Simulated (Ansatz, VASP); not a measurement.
## SiO2: VASP beside Ansatz

The input INCAR:

```
SYSTEM = SiO2
ALGO = Normal
EDIFF = 1E-6
ENCUT = 910
GGA = CA
GGA_COMPAT = .False.
ISIF = 2
ISMEAR = 0
LASPH = .True.
LCHARG = .True.
LELF = .True.
LREAL = .False.
LVHAR = .True.
LWAVE = .False.
NBANDS = 25
NELM = 120
PREC = Accurate
SIGMA = 0.05
```

File KPOINTS:

```
k-points
0
Gamma
  6 6 8
  0 0 0
```

POSCAR

```
SiO2
1.0
    4.1801000000      0.0000000000      0.0000000000
    0.0000000000      4.1801000000      0.0000000000
    0.0000000000      0.0000000000      2.4697000000
Si O
2 4
Direct
    0.5000000000      0.5000000000      0.5000000000
    0.0000000000      0.0000000000      0.0000000000
    0.6944252994      0.6944252994      0.0000000000
    0.1944252994      0.8055747006      0.5000000000
    0.3055747006      0.3055747006      0.0000000000
    0.8055747006      0.1944252994      0.5000000000
```

Input for Ansatz:

```yaml
crystal:
  lattice:
    - [4.1801, 0.0, 0.0]
    - [0.0, 4.1801, 0.0]
    - [0.0, 0.0, 2.4697]
  atoms:
    - { symbol: Si, position: [0.5, 0.5, 0.5] }
    - { symbol: Si, position: [0.0, 0.0, 0.0] }
    - { symbol: O, position: [0.6944252994, 0.6944252994, 0.0] }
    - { symbol: O, position: [0.1944252994, 0.8055747006, 0.5] }
    - { symbol: O, position: [0.3055747006, 0.3055747006, 0.0] }
    - { symbol: O, position: [0.8055747006, 0.1944252994, 0.5] }
basis:
  ecutwfc: 520.0
kpoints:
  mp_grid: { grid: [6, 6, 8] }
hamiltonian:
  xc: lda
  pseudopotentials: { kind: paw, azcp: { folder: soft_1 } }
scf:
  occupations: { method: gaussian, width: 0.05 }
output:
  forces: true
  stress: true
  eigenvalues: true
  write_density: true
  write_potential: true
  elf: true
  volumetric_format: npy
```

Alike in both runs: task single point; functional LDA; k mesh 6 × 6 × 8; occupations gaussian, width 0.05 eV; no spin polarisation.

```csv
,VASP,Ansatz
version,VASP 6.6.1,Ansatz 0.2.0
potentials or method,"VASP PAW LDA potentials, release 64 (Si, O_h), cutoff 910 eV","scalar-relativistic, plane waves, PAW"
valence electrons in the cell,32,32
```

```csv
,VASP,Ansatz,Ansatz less VASP
gap on the k mesh at the Fermi level (eV),7.17,7.15,-0.016
least direct gap on the mesh (eV),7.17,7.15,-0.016
rms of the force components (eV/Å),0.102,0.083,-0.0184
```

Ansatz warns that its potentials were made for another functional, while VASP's fit it. LDA's correlation is that of Perdew and Zunger in VASP and of Perdew and Wang (1992) in Ansatz. Atom by atom the forces differ by 0.018 eV/Å (rms over components).

Noted on VASP's run: the cutoff is short for stress, so the pressure is rough.
